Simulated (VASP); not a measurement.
Here is a VASP 6.6.1 calculation.

Contents of INCAR:

```
PREC = Accurate
ENCUT = 600
EDIFF = 1E-6
ISMEAR = 0
SIGMA = 0.1
LREAL = F
LASPH = T
NELM = 60
ALGO = Normal
ISIF = 3
LWAVE = F
LCHARG = F
GGA = PS
IBRION = 2
NSW = 100
EDIFFG = -0.005
```

File KPOINTS:

```
Automatic mesh
0
Gamma
  18 18 18
```

File POSCAR:

```
Rh
1.0
    0.0000000000      1.9029860865      1.9029860865
    1.9029860865      0.0000000000      1.9029860865
    1.9029860865      1.9029860865      0.0000000000
Rh
1
Direct
    0.0000000000      0.0000000000      0.0000000000
```

Potentials or basis: VASP PAW PBE potentials, release 64 (Rh_pv).

Run with:

```sh
$ cat potpaw_PBE.64/Rh_pv/POTCAR > POTCAR
$ mpirun -np 1 vasp_std > vasp.out
```

(1) Estimate the space group after relaxing (to 0.05 Å).

(2) Estimate the relaxed volume.

(3) What does it give for the relaxed cell?

Results:

(1) Fm-3m (No. 225).

(2) 13.49 Å³/atom.

(3) a = 2.672 Å, b = 2.672 Å, c = 2.672 Å, α = 60.00°, β = 60.00°, γ = 60.00°.

Caveat: the PAW data sets were made with another functional, which shifts forces and pressure a little.
